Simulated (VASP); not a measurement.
# HfZrTe4 (P-3m1) in VASP: a series of runs

The runs below take HfZrTe4 through single point, with PBE.

All numbers are computed with VASP 6.6.1; they aren't measurements. Logs are shortened: lines on timing, memory, paths and dates and some standing lists are left out, and cuts for length are marked.

## Step 1: The cell of the first run

The structure is trigonal, space group P-3m1 (No. 164). The conventional cell has a = 3.973 Å, b = 3.973 Å, c = 14.252 Å, α = 90.00°, β = 90.00°, γ = 120.00°. Within 3.8 Å of Zr (site symmetry -3m) lie 6 Te at 2.92 Å. Hf (site symmetry -3m) has 6 Te at 2.90 Å within 3.8 Å. Te (site symmetry 3m) has 3 Zr at 2.92 Å within 3.8 Å. Te (site symmetry 3m) has 3 Hf at 2.90 Å within 3.8 Å.

## Step 2: Single point, PBE

Input file INCAR:

```
PREC     = Accurate       # precision mode
ENCUT    = 520            # plane-wave cutoff, eV
EDIFF    = 1E-6           # SCF threshold, eV
ISMEAR   = 0              # smearing method
SIGMA    = 0.1            # smearing width, eV
LREAL    = False          # projectors in reciprocal space
LASPH    = True           # aspherical terms in the spheres
NELM     = 60             # most SCF steps
ALGO     = Normal         # electronic algorithm
ISIF     = 2              # what is computed and relaxed
LWAVE    = False          # write WAVECAR
LCHARG   = True           # write CHGCAR
GGA      = PE             # functional
LELF     = True           # ELF
LVHAR    = True         
NBANDS   = 32             # bands
```

Input file KPOINTS:

```
regular mesh
0
Gamma
  6 6 2
```

Input file POSCAR:

```
HfZrTe4
1.0
    3.9725303000      0.0000000000      0.0000000000
   -1.9862652000      3.4403122000      0.0000000000
    0.0000000000      0.0000000000     14.2522910000
Zr Hf Te
1 1 4
Direct
    0.0000000000      0.0000000000      0.0000000000
    0.0000000000      0.0000000000      0.5000000000
    0.3333333000      0.6666667000      0.1263790000
    0.3333333000      0.6666667000      0.6244570000
    0.6666667000      0.3333333000      0.3755430000
    0.6666667000      0.3333333000      0.8736210000
```

Potentials or basis: VASP PAW PBE potentials, release 64 (Zr_sv, Hf_pv, Te).

Launch:

```sh
> cat potpaw_PBE.64/Zr_sv/POTCAR potpaw_PBE.64/Hf_pv/POTCAR potpaw_PBE.64/Te/POTCAR > POTCAR
> mpirun -np 1 vasp_std > vasp.out
```

OUTCAR:

```text
PREC = Accurate
   ENCUT = 520
   EDIFF = 1E-6
   ISMEAR = 0
   LREAL = False
   LASPH = True
   NELM = 60
   ISIF = 2
   GGA = PE

 ion  position               nearest neighbor table
   1  0.000  0.000  0.000-   3 2.92   6 2.92   6 2.92   3 2.92   6 2.92   3 2.92
   2  0.000  0.000  0.500-   4 2.90   5 2.90   5 2.90   4 2.90   5 2.90   4 2.90
   3  0.333  0.667  0.126-   1 2.92   1 2.92   1 2.92
   4  0.333  0.667  0.624-   2 2.90   2 2.90   2 2.90
   5  0.667  0.333  0.376-   2 2.90   2 2.90   2 2.90
   6  0.667  0.333  0.874-   1 2.92   1 2.92   1 2.92

  LATTYP: Found a hexagonal cell.
 ALAT       =     3.9725303000
 C/A-ratio  =     3.5877110868

  Lattice vectors:

 A1 = (   3.9725303000,   0.0000000000,   0.0000000000)
 A2 = (  -1.9862652000,   3.4403122000,   0.0000000000)
 A3 = (   0.0000000000,   0.0000000000,  14.2522910000)

Analysis of symmetry for initial positions (statically):
=====================================================================
 Subroutine PRICEL returns:
 Original cell was already a primitive cell.

 Routine SETGRP: Setting up the symmetry group for a
 hexagonal supercell.

 Subroutine GETGRP returns: Found 12 space group operations
 (whereof 12 operations were pure point group operations)
 out of a pool of 24 trial point group operations.

The static configuration has the point symmetry D_3d.

Analysis of symmetry for dynamics (positions and initial velocities):
=====================================================================
 Subroutine PRICEL returns:
 Original cell was already a primitive cell.

 Routine SETGRP: Setting up the symmetry group for a
 hexagonal supercell.

 Subroutine GETGRP returns: Found 12 space group operations
 (whereof 12 operations were pure point group operations)
 out of a pool of 24 trial point group operations.

The dynamic configuration has the point symmetry D_3d.

 Subroutine INISYM returns: Found 12 space group operations
 (whereof 12 operations are pure point group operations),
 and found     1 'primitive' translations

----------------------------------------------------------------------------------------

                                     Primitive cell

  volume of cell :     194.7824

  direct lattice vectors                    reciprocal lattice vectors
     3.972530300  0.000000000  0.000000000     0.251728728  0.145335651  0.000000000
    -1.986265200  3.440312200  0.000000000     0.000000000  0.290671294  0.000000000
     0.000000000  0.000000000 14.252291000     0.000000000  0.000000000  0.070164158

  length of vectors
     3.972530300  3.972530362 14.252291000     0.290671299  0.290671294  0.070164158

  position of ions in fractional coordinates (direct lattice)
     0.000000000  0.000000000  0.000000000
     0.000000000  0.000000000  0.500000000
     0.333333300  0.666666700  0.126379000
     0.333333300  0.666666700  0.624457000
     0.666666700  0.333333300  0.375543000
     0.666666700  0.333333300  0.873621000

  ion indices of the primitive-cell ions
   primitive index   ion index
                 1           1
                 2           2
                 3           3
                 4           4
                 5           5
                 6           6

----------------------------------------------------------------------------------------

 KPOINTS: regular mesh

Automatic generation of k-mesh.
 Grid dimensions read from file:
 generate k-points for:    6    6    2

 Generating k-lattice:

  Cartesian coordinates                     Fractional coordinates (reciprocal lattice)
     0.041954788  0.024222608  0.000000000     0.166666667  0.000000000  0.000000000
     0.000000000  0.048445216  0.000000000     0.000000000  0.166666667  0.000000000
     0.000000000  0.000000000  0.035082079     0.000000000  0.000000000  0.500000000

  Length of vectors
     0.048445216  0.048445216  0.035082079

  Shift w.r.t. Gamma in fractional coordinates (k-lattice)
     0.000000000  0.000000000  0.000000000

 Subroutine IBZKPT returns following result:
 ===========================================

 Found     14 irreducible k-points:

 Following reciprocal coordinates:
            Coordinates               Weight
  0.000000  0.000000  0.000000      1.000000
  0.166667  0.000000  0.000000      6.000000
  0.333333  0.000000  0.000000      6.000000
  0.500000 -0.000000  0.000000      3.000000
  0.166667  0.166667  0.000000      6.000000
  0.333333  0.166667  0.000000     12.000000
  0.333333  0.333333  0.000000      2.000000
  0.000000  0.000000  0.500000      1.000000
  0.166667  0.000000  0.500000      6.000000
  0.333333  0.000000  0.500000      6.000000
  0.500000 -0.000000  0.500000      3.000000
  0.166667  0.166667  0.500000      6.000000
  0.333333  0.166667  0.500000     12.000000
  0.333333  0.333333  0.500000      2.000000
   k-points           NKPTS =     14   k-points in BZ     NKDIM =     14   number of bands    NBANDS=     32
[... 55 lines left out ...]

 number of electron      46.0000002 magnetization

 Free energy of the ion-electron system (eV)
  ---------------------------------------------------
  ext. energy  EPLUGINS =         0.00000000
  ---------------------------------------------------
  free energy    TOTEN  =       -36.14947961 eV

  energy without entropy =      -36.13849531  energy(sigma->0) =      -36.14398746

 E-fermi :   5.1996     XC(G=0):  -9.1573

 val. band max:        5.1862804081   @ k =   0.5000  -0.0000   0.5000
 cond. band min:       5.2234210256   @ k =   0.5000  -0.0000   0.5000
 fundamental gap:      0.0371406175
 Fermi energy:         5.1995821979

 k-point     1 :       0.0000    0.0000    0.0000
  band No.  band energies     occupation
      1     -44.4144      2.00000
      2     -26.4259      2.00000
      3     -26.4259      2.00000
      4     -26.4249      2.00000
      5     -22.4250      2.00000
      6     -22.3884      2.00000
[... 24 lines left out ...]
     31       8.9290      0.00000
     32       9.3326      0.00000

 k-point     2 :       0.1667    0.0000    0.0000
  band No.  band energies     occupation
      1     -44.4128      2.00000
      2     -26.4422      2.00000
      3     -26.4296      2.00000
      4     -26.4214      2.00000
      5     -22.4190      2.00000
      6     -22.4141      2.00000
[... 24 lines left out ...]
     31       8.5936      0.00000
     32       8.8026      0.00000

 k-point     3 :       0.3333    0.0000    0.0000
  band No.  band energies     occupation
      1     -44.4098      2.00000
      2     -26.4745      2.00000
      3     -26.4372      2.00000
      4     -26.4142      2.00000
      5     -22.4659      2.00000
      6     -22.4060      2.00000
[... 24 lines left out ...]
     31       8.8374      0.00000
     32       9.0797      0.00000

 k-point     4 :       0.5000   -0.0000    0.0000
  band No.  band energies     occupation
      1     -44.4082      2.00000
      2     -26.4905      2.00000
      3     -26.4409      2.00000
      4     -26.4107      2.00000
      5     -22.4913      2.00000
      6     -22.4115      2.00000
[... 24 lines left out ...]
     31       8.9348      0.00000
     32       9.1169      0.00000

 k-point     5 :       0.1667    0.1667    0.0000
  band No.  band energies     occupation
      1     -44.4105      2.00000
      2     -26.4633      2.00000
      3     -26.4385      2.00000
      4     -26.4160      2.00000
      5     -22.4480      2.00000
      6     -22.4110      2.00000
[... 234 lines left out ...]
     31       8.7706      0.00000
     32       9.0508      0.00000

 k-point    12 :       0.1667    0.1667    0.5000
  band No.  band energies     occupation
      1     -44.4105      2.00000
      2     -26.4633      2.00000
      3     -26.4385      2.00000
      4     -26.4160      2.00000
      5     -22.4480      2.00000
      6     -22.4110      2.00000
[... 24 lines left out ...]
     31       8.3325      0.00000
     32       8.9577      0.00000

 k-point    13 :       0.3333    0.1667    0.5000
  band No.  band energies     occupation
      1     -44.4082      2.00000
      2     -26.4821      2.00000
      3     -26.4493      2.00000
      4     -26.4107      2.00000
      5     -22.4778      2.00000
      6     -22.4252      2.00000
[... 24 lines left out ...]
     31       8.4807      0.00000
     32       9.0591      0.00000

 k-point    14 :       0.3333    0.3333    0.5000
  band No.  band energies     occupation
      1     -44.4075      2.00000
      2     -26.4707      2.00000
      3     -26.4707      2.00000
      4     -26.4090      2.00000
      5     -22.4593      2.00000
      6     -22.4593      2.00000
[... 24 lines left out ...]
     31       8.7315      0.00000
     32       9.0242      0.00000

------------------------ aborting loop because EDIFF is reached ----------------------------------------

  FORCE on cell =-STRESS in cart. coord.  units (eV):
  Direction    XX          YY          ZZ          XY          YZ          ZX
  --------------------------------------------------------------------------------------
  -------------------------------------------------------------------------------------
  Total       -0.1884058     -0.1884058      0.0707724      0.0000000     -0.0000000      0.0000000
  in kB       -1.5497269     -1.5497270      0.5821364      0.0000000     -0.0000000      0.0000000
  external PRESSURE =      -0.8391058 kB  Pullay stress =       0.0000000 kB

 VOLUME and BASIS-vectors are now :
 -----------------------------------------------------------------------------
  energy-cutoff  :      520.00
  volume of cell :      194.78
      direct lattice vectors                 reciprocal lattice vectors
     3.972530300  0.000000000  0.000000000     0.251728728  0.145335651  0.000000000
    -1.986265200  3.440312200  0.000000000     0.000000000  0.290671294  0.000000000
     0.000000000  0.000000000 14.252291000     0.000000000  0.000000000  0.070164158

 POSITION                                       TOTAL-FORCE (eV/Angst)
 -----------------------------------------------------------------------------------
      0.00000      0.00000      0.00000        -0.000000      0.000000      0.000000
      0.00000      0.00000      7.12615        -0.000000      0.000000      0.000000
     -0.00000      2.29354      1.80119        -0.000000      0.000000      0.008909
     -0.00000      2.29354      8.89994        -0.000000      0.000000     -0.006919
      1.98627      1.14677      5.35235         0.000000      0.000000      0.006919
      1.98627      1.14677     12.45110         0.000000      0.000000     -0.008909
 -----------------------------------------------------------------------------------
    total drift:                                0.000000     -0.000000     -0.000000

  FREE ENERGIE OF THE ION-ELECTRON SYSTEM (eV)
  ---------------------------------------------------
  free  energy   TOTEN  =       -36.1494796124 eV

  energy  without entropy=      -36.1384953107  energy(sigma->0) =      -36.14398746
```

It took 60 s on 1 thread of Intel Xeon 6975P-C (Granite Rapids), shared host; peak memory 0.35 GiB.

What came out:

```yaml
Free_energy: -36.1495 eV
Pressure: -0.1 GPa
Largest_force: 0.009 eV/Å
Band_gap_on_the_k_mesh: zero (band 23 reaches 5.67 eV, above the bottom of band 24 at 5.05 eV)
```

Forces on the atoms (eV/Å):
```
Zr   0.000  0.000  0.000
Hf   0.000  0.000  0.000
Te   0.000  0.000  0.009
Te   0.000  0.000 -0.007
Te   0.000  0.000  0.007
Te   0.000  0.000 -0.009
```

Caveat: spin-orbit coupling is left out, which moves the levels of the heavy elements; this functional lacks dispersion, which binds the layers, so the pressure and a relaxed spacing across them are unreliable.

## Step 3: Single point, PBE

Input file INCAR:

```
ALGO = Normal
EDIFF = 1E-6
ENCUT = 520
GGA = PE
ISIF = 2
ISMEAR = 0
LASPH = T
LCHARG = F
LREAL = F
LWAVE = F
NBANDS = 32
NELM = 60
PREC = Accurate
SIGMA = 0.1
```

Input file KPOINTS:

```
k-points
0
Gamma
  12 12 4
```

Input file POSCAR:

```
HfZrTe4
1.0
    3.9725303248      0.0000000289      0.0000000000
   -1.9862651874      3.4403121641      0.0000000000
    0.0000000000      0.0000000000     14.2522910000
Zr Hf Te
1 1 4
Direct
    0.0000000000      0.0000000000      0.0000000000
    0.0000000000      0.0000000000      0.5000000000
    0.3333333333      0.6666666667      0.1263790000
    0.3333333333      0.6666666667      0.6244570000
    0.6666666667      0.3333333333      0.3755430000
    0.6666666667      0.3333333333      0.8736210000
```

Potentials or basis: VASP PAW PBE potentials, release 64 (Zr_sv, Hf_pv, Te).

Launch:

```sh
> cat potpaw_PBE.64/Zr_sv/POTCAR potpaw_PBE.64/Hf_pv/POTCAR potpaw_PBE.64/Te/POTCAR > POTCAR
> mpirun -np 1 vasp_std > vasp.out
```

It took 4.8 min on 1 thread of Intel Xeon 6975P-C (Granite Rapids), shared host; peak memory 0.6 GiB.

The run converged. Its results:

```yaml
Free_energy: -36.1763 eV
Pressure: -0.1 GPa
Largest_force: 0.022 eV/Å
Band_gap_on_the_k_mesh: zero (band 23 reaches 5.65 eV, above the bottom of band 24 at 5.05 eV)
```

Forces in eV/Å, atoms in the order of the input:
```
Zr   0.000  0.000  0.000
Hf   0.000  0.000  0.000
Te   0.000  0.000  0.017
Te   0.000  0.000 -0.022
Te   0.000  0.000  0.022
Te   0.000  0.000 -0.017
```

Levels at points of the mesh, in eV from the Fermi level:
```tsv
k point	band 20	band 21	band 22	band 23	band 24	band 25	band 26	band 27
(0.00, 0.00, 0.00)	0.28	0.28	0.45	0.45	0.71	0.72	0.72	0.92
(0.50, 0.00, 0.00)	-2.08	-1.26	-1.13	-0.81	-0.15	0.09	2.03	2.41
(0.00, 0.00, 0.50)	0.32	0.32	0.42	0.42	0.72	0.72	0.92	0.92
(0.50, 0.00, 0.50)	-1.79	-1.67	-1.07	-0.86	-0.03	0.04	2.03	2.41
```

Caveat: spin-orbit coupling is left out, which moves the levels of the heavy elements; this functional lacks dispersion, which binds the layers, so the pressure and a relaxed spacing across them are unreliable.

## Step 4: Single point, PBE, collinear spin, ferromagnetic start

Input file INCAR:

```
PREC = Accurate ; ENCUT = 520
EDIFF = 1E-6 ; ISMEAR = 0
SIGMA = 0.1 ; LREAL = False
LASPH = True ; NELM = 150
ALGO = Normal ; ISIF = 2
LWAVE = False ; LCHARG = False
ISPIN = 2 ; MAGMOM = 1 0 0 0 0 0
LORBIT = 11 ; LMAXMIX = 4
GGA = PE ; NBANDS = 36
```

Input file KPOINTS:

```
Automatic mesh
0
Gamma
  6 6 2
```

Input file POSCAR:

```
HfZrTe4
1.0
    3.9725303000      0.0000000000      0.0000000000
   -1.9862652000      3.4403122000      0.0000000000
    0.0000000000      0.0000000000     14.2522910000
Zr Hf Te
1 1 4
Direct
    0.0000000000      0.0000000000      0.0000000000
    0.0000000000      0.0000000000      0.5000000000
    0.3333333000      0.6666667000      0.1263790000
    0.3333333000      0.6666667000      0.6244570000
    0.6666667000      0.3333333000      0.3755430000
    0.6666667000      0.3333333000      0.8736210000
```

Launch:

```sh
> cat potpaw_PBE.64/Zr_sv/POTCAR potpaw_PBE.64/Hf_pv/POTCAR potpaw_PBE.64/Te/POTCAR > POTCAR
> mpirun -np 1 vasp_std > vasp.out
```

Wall time 2.5 min (1 thread of Intel Xeon 6975P-C (Granite Rapids), shared host); peak memory 0.46 GiB.

It converged, with:

```yaml
Free_energy: -36.1495 eV
Pressure: -0.1 GPa
Largest_force: 0.010 eV/Å
Band_gap_on_the_k_mesh: zero (filled and empty bands overlap)
Net_moment: 0.00 μB per cell
Valence_electrons_inside_the_program's_atomic_spheres: Zr 9.65; Hf 8.12; Te 3.43, 3.44
```

Forces in eV/Å, atoms in the order of the input:
```
Zr   0.000  0.000  0.000
Hf   0.000  0.000  0.000
Te   0.000  0.000  0.010
Te   0.000  0.000 -0.007
Te   0.000  0.000  0.007
Te   0.000  0.000 -0.010
```

Stress tensor (GPa, compression positive):
```
-0.16  0.00  0.00
 0.00 -0.16  0.00
 0.00  0.00  0.05
```

Levels at points of the mesh, in eV from the Fermi level:
Spin up:
```
           k point  band 21  band 22  band 23  band 24  band 25  band 26
(0.00, 0.00, 0.00)     0.26     0.47     0.47     0.71     0.74     0.74
(0.50, 0.00, 0.00)    -1.26    -1.14    -0.80    -0.15     0.08     2.05
(0.00, 0.00, 0.50)     0.29     0.44     0.44     0.74     0.74     0.91
(0.50, 0.00, 0.50)    -1.65    -1.09    -0.84    -0.01     0.02     2.05
```
Spin down:
```tsv
k point	band 19	band 20	band 21	band 22	band 23	band 24	band 25	band 26	band 27	band 28
(0.00, 0.00, 0.00)	-0.26	0.26	0.26	0.47	0.47	0.71	0.74	0.74	0.91	0.91
(0.50, 0.00, 0.00)	-2.24	-2.07	-1.26	-1.14	-0.80	-0.15	0.08	2.05	2.40	2.43
(0.00, 0.00, 0.50)	-1.24	0.29	0.29	0.44	0.44	0.74	0.74	0.91	0.91	1.09
(0.50, 0.00, 0.50)	-2.10	-1.81	-1.65	-1.09	-0.84	-0.01	0.02	2.05	2.40	2.43
```

Caveat: spin-orbit coupling is left out, which moves the levels of the heavy elements; this functional lacks dispersion, which binds the layers, so the pressure and a relaxed spacing across them are unreliable.

## Step 5: Summary

| spin | k mesh | gap on the mesh (eV) | pressure (GPa) | largest force (eV/Å) |
| --- | --- | --- | --- | --- |
| off | 6 × 6 × 2 | none | -0.1 | 0.01 |
| off | 12 × 12 × 4 | none | -0.1 | 0.02 |
| collinear, ferromagnetic start | 6 × 6 × 2 | none | -0.1 | 0.01 |

Alike in all rows: task single point; level PBE; potentials or basis VASP PAW PBE potentials, release 64 (Zr_sv, Hf_pv, Te); cell as given; cutoff (eV) 520; smearing gaussian 0.1 eV.

Every run on the cell as given and a fine mesh finds a metal.

Caveats: spin-orbit coupling is left out, which moves the levels of the heavy elements; this functional lacks dispersion, which binds the layers, so the pressure and a relaxed spacing across them are unreliable.

Absolute energies hang on the potentials; compare differences alone.
